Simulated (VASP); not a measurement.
Runs of VASP 6.6.1 on Mg2Si3N. The structure is that of space group P6/mmm (No. 191), or close to it. The cells are those of the table. 

```csv
task,spin,cell,cutoff (eV),gap on the mesh (eV),pressure (GPa),moment (μB)
single point,off,"a = 5.410, b = 5.410, c = 3.278 Å, angles 90.0, 90.0, 120.0°, 6 atoms",520,none,42.7,-
relaxation of cell and atoms,"collinear, ferromagnetic start","relaxed from a = 5.410, b = 5.410, c = 3.278 Å, angles 90.0, 90.0, 120.0°, 6 atoms",600,none,-0.1,0.00
single point,"collinear, ferromagnetic start","a = 4.749, b = 4.749, c = 5.318 Å, angles 90.0, 90.0, 120.0°, 6 atoms",520,none,-0.1,(a)
single point,"collinear, ferromagnetic start","a = 5.410, b = 5.410, c = 3.278 Å, angles 90.0, 90.0, 120.0°, 6 atoms",520,none,45.8,(b)
```

Alike in all rows: level PBE; potentials or basis VASP PAW PBE potentials, release 64 (Mg, Si, N); k mesh 6 × 6 × 6; smearing gaussian 0.1 eV.

Task: Fill in the values left out.

Result: (a) 0.74; (b) 2.25.

A gap of «none» marks levels without a gap at the run's occupations.
